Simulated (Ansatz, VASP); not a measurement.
One calculation of Yb, two programs

INCAR

```
SYSTEM = Yb
PREC = Accurate
ENCUT = 520
EDIFF = 1E-7
ISMEAR = -1
SIGMA = 0.03
LREAL = .FALSE.
LASPH = .TRUE.
NELM = 100
ALGO = Normal
ISIF = 2
LWAVE = .FALSE.
LCHARG = .FALSE.
GGA = PE
NBANDS = 31
```

KPOINTS

```
Automatic mesh
0
G
  11 11 6
  0 0 0
```

POSCAR

```
Yb
1.0
    3.8798991495      0.0000000000      0.0000000000
   -1.9399495748      3.3600912276      0.0000000000
    0.0000000000      0.0000000000      6.3859000000
Yb
2
Direct
    0.3333333333      0.6666666667      0.2500000000
    0.6666666667      0.3333333333      0.7500000000
```

Input for Ansatz:

```yaml
crystal:
  lattice:
    - [3.8798991495, 0.0, 0.0]
    - [-1.9399495748, 3.3600912276, 0.0]
    - [0.0, 0.0, 6.3859]
  atoms:
    - { symbol: Yb, position: [0.3333333333, 0.6666666667, 0.25] }
    - { symbol: Yb, position: [0.6666666667, 0.3333333333, 0.75] }
kpoints:
  mp_grid: { grid: [11, 11, 6] }
  band_path:
    path:
      - [0.0, 0.0, 0.0]
      - [0.5, 0.0, 0.0]
      - [0.3333333333, 0.3333333333, 0.0]
      - [0.0, 0.0, 0.0]
      - [0.0, 0.0, 0.5]
      - [0.5, 0.0, 0.5]
      - [0.3333333333, 0.3333333333, 0.5]
      - [0.0, 0.0, 0.5]
      - [0.5, 0.0, 0.5]
    npoints: 5
scf:
  occupations: { method: fermi_dirac, width: 0.03 }
hamiltonian:
  xc: pbe
  pseudopotentials:
    kind: all_electron
    lapw: { basis_error: 0.0005 }
    relativity: none
output:
  forces: true
  stress: true
  eigenvalues: true
```

Alike in both runs: task single point; functional PBE; k mesh 11 × 11 × 6; occupations fermi-dirac, width 0.03 eV; no spin polarisation.

|  | VASP | Ansatz |
| --- | --- | --- |
| version | VASP 6.6.1 | Ansatz 0.2.0 |
| potentials or method | VASP PAW PBE potentials, release 64 (Yb), cutoff 520 eV | all-electron LAPW, non-relativistic |

VASP gave:

- pressure (GPa): -0.4
- traceless stress, the component that is largest in VASP (GPa): -0.17

Q: Estimate Ansatz's values.

A: Pressure (GPa): 2.4; traceless stress, the component that is largest in VASP (GPa): -0.04.

Ansatz ran all-electron here, and VASP with PAW potentials.

Spin-orbit coupling is off throughout.
